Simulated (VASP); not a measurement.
CaO (Lime):

```
Ca O
1.0
     0.00000    2.41457    2.41457
     2.41457    0.00000    2.41457
     2.41457    2.41457    0.00000
Ca O
1 1
Cartesian
  0.0000 0.0000 0.0000
  2.4146 2.4146 2.4146
```

This cell differs from its parent crystal: strain +0.7%.

Base run:

```yaml
Program: VASP 6.6.1
Functional: r2SCAN
Potentials_or_basis: VASP PAW PBE potentials, release 64 (Ca_sv, O)
Cutoff: 520 eV
k_mesh: 10 × 10 × 10
Occupations: gaussian, width 0.01 eV
Spin: no spin polarisation
```

Its results: band gap on the k mesh 4.19 eV, indirect (least direct gap 4.57 eV); pressure -1.4 GPa.

Task: The run is repeated on the same cell with these changes: functional from r2SCAN to PBE; occupations from gaussian, width 0.01 eV to fermi-dirac, width 0.02 eV. What comes out?

Result: Band gap on the k mesh 3.64 eV, indirect (least direct gap 4.02 eV); pressure 0.7 GPa.

Caveats: the PAW data sets were made with another functional, which shifts forces and pressure a little (some runs).

A k mesh can miss the band edges.
